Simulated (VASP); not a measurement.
# ZrO2: relaxation of cell and atoms with PBE

Crystal: ZrO2.

```
CELL_PARAMETERS angstrom
0.00000 2.53500 2.53500
2.53500 0.00000 2.53500
2.53500 2.53500 0.00000
ATOMIC_POSITIONS crystal
Zr 0.00000 0.00000 0.00000
O 0.25000 0.25000 0.25000
O 0.75000 0.75000 0.75000
```

```yaml
Program: VASP 6.6.1
Task: relaxation of cell and atoms
Functional: PBE
Potentials_or_basis: VASP PAW PBE potentials, release 64 (Zr_sv, O)
Cutoff: 600 eV
k_mesh: 8 × 8 × 8
Occupations: gaussian, width 0.01 eV
Spin: no spin polarisation
Target_pressure: 8 GPa
Dipole_correction: no
Further_INCAR_settings: ALGO = Normal; EDIFF = 1e-07; IBRION = 2; EDIFFG = -0.01; NSW = 80; ISIF = 3
```

```yaml
Relaxed_volume: 10.81 Å³/atom
Relaxed_cell: a = 3.580 Å, b = 3.580 Å, c = 3.580 Å, α = 60.00°, β = 60.00°, γ = 60.00°
Space_group_after_relaxing_to_0.1_Å: Fm-3m (No. 225)
Energy_change_on_relaxing_the_run_minimises_the_enthalpy: +2.2 meV/atom
Ionic_steps: 3
Pressure_after_relaxing: 8.0 GPa
Band_gap_on_the_k_mesh: 3.40 eV (least direct gap 3.86 eV)
```

Step by step:
```csv
step,energy change (eV),largest force (eV/Å),pressure (GPa),volume (Å³)
1,0.0000,0.0000,6.86,32.58
2,0.0190,0.0000,9.90,32.22
3,0.0065,0.0000,8.00,32.44
```

Final structure:
```
Zr O
1.0
     0.00000    2.53138    2.53138
     2.53138    0.00000    2.53138
     2.53138    2.53138    0.00000
Zr O
1 2
Direct
  0.00000 0.00000 0.00000
  0.25000 0.25000 0.25000
  0.75000 0.75000 0.75000
```

Levels at points of the mesh, in eV from the valence-band top:
```tsv
k point	band 10	band 11	band 12	band 13	band 14	band 15
(0.00, 0.00, 0.00)	-0.54	-0.54	-0.54	3.40	3.40	6.70
(0.50, 0.00, 0.00)	-2.49	-1.65	-1.65	4.06	4.06	6.23
(0.50, 0.50, 0.00)	-1.53	-1.53	0.00	3.86	4.83	5.98
```

Wall time 31 s on 1 thread of AMD EPYC 9R45 96-Core Processor (Zen 5) (shared host), peak memory 0.15 GiB.

Caveat: the cell is relaxed towards a set pressure, so the run minimises the enthalpy, not the energy. A k mesh can miss the band edges.
